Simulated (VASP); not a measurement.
# Mg8S9 (a cell with a defect): single point with PBEsol

System: Mg8S9 (a cell with a defect).

```
Mg S
1.0
     0.00000    5.65153    5.65153
     5.65153    0.00000    5.65153
     5.65153    5.65153    0.00000
Mg S
8 9
Direct
  0.01564 0.98938 0.00735
  0.51328 0.50772 0.49164
  0.00028 0.99284 0.50935
  0.50066 0.51780 0.99151
  0.99236 0.51195 0.00517
  0.50052 0.00174 0.50817
  0.49702 0.98982 0.00287
  0.99724 0.50133 0.50374
  0.14548 0.13983 0.10261
  0.62529 0.63324 0.47028
  0.11790 0.13283 0.63016
  0.61945 0.62346 0.11585
  0.13103 0.64082 0.12460
  0.62861 0.11097 0.62321
  0.62153 0.13190 0.11131
  0.11893 0.63386 0.61811
  0.62237 0.64847 0.75330
```

| Quantity | Value |
| --- | --- |
| Program | VASP 6.6.1 |
| Task | single point |
| Functional | PBEsol |
| Potentials or basis | VASP PAW PBE potentials, release 64 (Mg, S) |
| Cutoff | 520 eV |
| k mesh | 2 × 2 × 2, shifted |
| Occupations | fermi-dirac, width 0.05 eV |
| Spin | no spin polarisation |

The pressure is 14.7 GPa. The largest force is 36.158 eV/Å and the band gap on the k mesh is 0.77 eV.

Forces on the atoms (eV/Å):
```
Mg    0.993  -1.121   0.464
Mg  -13.548 -11.782 -31.385
Mg    0.046  -0.491   0.695
Mg    6.795   8.232 -19.695
Mg   -0.360   0.144   0.493
Mg   -0.540  -1.162  -0.019
Mg    0.006   0.161   1.006
Mg   -0.009  -0.152   0.114
S     0.887  -0.241  -1.074
S    14.243  12.567  30.362
S    -0.372   0.119  -0.089
S     0.433   0.869   0.703
S    -0.611   0.303  -1.145
S     0.896   0.103   1.024
S     0.231   0.560   0.142
S    -0.227   0.858  -0.028
S    -8.862  -8.967  18.432
```

Stress tensor (GPa, compression positive):
```
 6.25  4.74  4.58
 4.74  5.78  2.21
 4.58  2.21 32.13
```

Levels at points of the mesh, in eV from the valence-band top:
```
           k point  band 33  band 34  band 35  band 36  band 37  band 38
(0.25, 0.25, 0.25)    -0.68    -0.60    -0.38     1.89     3.33     3.53
```

Wall time 6.7 min on 1 thread of Intel(R) Xeon(R) Platinum 8488C (Sapphire Rapids), on a shared host, peak memory 0.54 GiB.

Caveat: atoms lie so close that the PAW spheres overlap strongly, which falsifies energies and pressures; the PAW data sets were made with another functional, which shifts forces and pressure a little.
